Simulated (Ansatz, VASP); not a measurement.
One calculation of PbSe, two programs

Contents of POSCAR:

```
PbSe
1.0
    3.7843220000      0.0000000000      0.0000000000
    0.0000000000      3.7843220000      0.0000000000
    0.0000000000      0.0000000000      3.7843220000
Pb Se
1 1
Direct
    0.0000000000      0.0000000000      0.0000000000
    0.5000000000      0.5000000000      0.5000000000
```

INCAR.step1

```
SYSTEM = PbSe
PREC = Accurate
ENCUT = 520
ISMEAR = -1
SIGMA = 0.05
LREAL = .False.
LASPH = .True.
NELM = 150
MAGMOM = 0 0 0 0 0 0
LSORBIT = .True.
GGA_COMPAT = .False.
NBANDS = 32
GGA = PE
ALGO = Normal
EDIFF = 1E-4
LWAVE = .True.
LCHARG = .False.
```

File INCAR.step2:

```
SYSTEM = PbSe
PREC = Accurate
ENCUT = 520
EDIFF = 1E-6
ISMEAR = -1
SIGMA = 0.05
LREAL = .False.
LASPH = .True.
NELM = 150
ALGO = Normal
ISIF = 2
LWAVE = .False.
LCHARG = .False.
MAGMOM = 0 0 0 0 0 0
LORBIT = 11
LSORBIT = .True.
GGA_COMPAT = .False.
LORBMOM = .True.
METAGGA = R2SCAN
LMIXTAU = .True.
NBANDS = 32
ISTART = 1
```

File KPOINTS:

```
Automatic mesh
0
Gamma
  5 5 5
  0 0 0
```

input.yaml

```yaml
crystal:
  lattice:
    - [3.784322, 0.0, 0.0]
    - [0.0, 3.784322, 0.0]
    - [0.0, 0.0, 3.784322]
  atoms:
    - { symbol: Pb, position: [0.0, 0.0, 0.0] }
    - { symbol: Se, position: [0.5, 0.5, 0.5] }
hamiltonian:
  xc: r2scan
  pseudopotentials: { kind: paw_fr }
magnetization:
  noncollinear: true
  spin_orbit: true
kpoints:
  mp_grid: { grid: [5, 5, 5] }
  band_path:
    path:
      - [[0.0, 0.0, 0.0], [0.0, 0.5, 0.0], [0.5, 0.5, 0.0], [0.0, 0.0, 0.0], [0.5, 0.5, 0.5], [0.0, 0.5, 0.0]]
      - [[0.5, 0.5, 0.0], [0.5, 0.5, 0.5]]
    npoints: 14
scf:
  occupations: { method: fermi_dirac, width: 0.05 }
  n_extra_bands: 6
output:
  forces: true
  stress: true
  eigenvalues: true
  fatbands: true
```

Alike in both runs: functional r2SCAN; k mesh 5 × 5 × 5; occupations fermi-dirac, width 0.05 eV; non-collinear spin, spin-orbit coupling.

```csv
,VASP,Ansatz
version,VASP 6.6.1,Ansatz 0.2.0
potentials or method,"VASP PAW PBE potentials, release 64 (Pb_d, Se)",Ansatz PAW
plane-wave cutoff (eV),520,500
valence electrons in the cell,20,30
task,single point,band structure
```

Ansatz gave:

* pressure (GPa): -1.2
* net moment per atom (μB): 0.00

Problem. What did VASP give for the same quantities?

Solution. Pressure (GPa): -1.0; net moment per atom (μB): 0.00.

VASP's potentials were made for PBE, not for r2SCAN. VASP's potentials hold 20 valence electrons a cell and Ansatz's 30, so a difference there can come from the potentials and not from the codes.
